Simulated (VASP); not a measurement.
Wanted: the native input for a VASP 6.6.1 run.

```yaml
Task: single point
Functional: PBE
Potentials_or_basis: VASP PAW PBE potentials, release 64 (Si, C)
Cutoff: 520 eV
k_mesh: 15 × 15 × 15
Occupations: fermi-dirac, width 0.05 eV
Spin: no spin polarisation
Dipole_correction: no
Further_INCAR_settings: ALGO = Normal; EDIFF = 1e-06; NBANDS = 11
```

The structure of SiC (zincblende type) lies in POSCAR:

```
SiC
1.0
    0.0000000000      2.0328835572      2.0328835572
    2.0328835572      0.0000000000      2.0328835572
    2.0328835572      2.0328835572      0.0000000000
Si C
1 1
Direct
    0.0000000000      0.0000000000      0.0000000000
    0.2500000000      0.2500000000      0.2500000000
```

This cell differs from its parent crystal: volume scaled by 0.8.

These files were run (other wordings do the same):

INCAR

```
SYSTEM = SiC
ALGO     = Normal         ! electronic algorithm
EDIFF    = 1E-6           ! SCF threshold, eV
ENCUT    = 520            ! plane-wave cutoff, eV
GGA      = PE             ! functional
ISIF     = 2              ! what is computed and relaxed
ISMEAR   = -1             ! smearing method
LASPH    = .TRUE.         ! aspherical terms in the spheres
LCHARG   = .FALSE.        ! write CHGCAR
LREAL    = .FALSE.        ! projectors in reciprocal space
LWAVE    = .FALSE.        ! write WAVECAR
NBANDS   = 11             ! bands
NELM     = 60             ! most SCF steps
PREC     = Accurate       ! precision mode
SIGMA    = 0.05           ! smearing width, eV
```

KPOINTS

```
k-points
0
G
  15 15 15
  0 0 0
```

Potentials or basis: VASP PAW PBE potentials, release 64 (Si, C).

Command:

```bash
$ cat potpaw_PBE.64/Si/POTCAR potpaw_PBE.64/C/POTCAR > POTCAR
$ mpirun -np 1 vasp_std > vasp.out
```

It gave:

* Pressure: 72.6 GPa
* Band gap on the k mesh: 1.20 eV, indirect (least direct gap 4.75 eV)

It took 10 s on 1 thread of Intel(R) Xeon(R) Platinum 8488C (Sapphire Rapids), on a shared host, peak memory 0.14 GiB.
